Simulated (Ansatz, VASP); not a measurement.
# Two plane-wave programs on Y

```
CELL_PARAMETERS angstrom
0.00000 2.52918 2.52918
2.52918 0.00000 2.52918
2.52918 2.52918 0.00000
ATOMIC_POSITIONS crystal
Y 0.50000 0.50000 0.50000
```

Alike in both runs: task relaxation of cell and atoms; functional PBE; k mesh 18 × 18 × 18; occupations gaussian, width 0.1 eV; no spin polarisation.

|  | VASP | Ansatz |
| --- | --- | --- |
| version | VASP 6.6.1 | Ansatz 0.2.0 |
| potentials or method | VASP PAW PBE potentials, release 64 (Y_sv), cutoff 600 eV | scalar-relativistic, plane waves, PAW |
| valence electrons in the cell | 11 | 11 |

VASP gave:

* gap on the k mesh at the Fermi level, each at its own relaxed structure (eV): none
* relaxed volume (Å³/atom): 32.36
* relaxed length of the cell vector where the two differ most in proportion (Å): 3.577

Question: Estimate Ansatz's values.

Answer: gap on the k mesh at the Fermi level, each at its own relaxed structure (eV): none; relaxed volume (Å³/atom): 32.42; relaxed length of the cell vector where the two differ most in proportion (Å): 3.579.

A gap of «none» marks a metal or a gap that the smearing closes.

Noted on VASP's run: the relaxation stopped at its first step, so nothing moved.
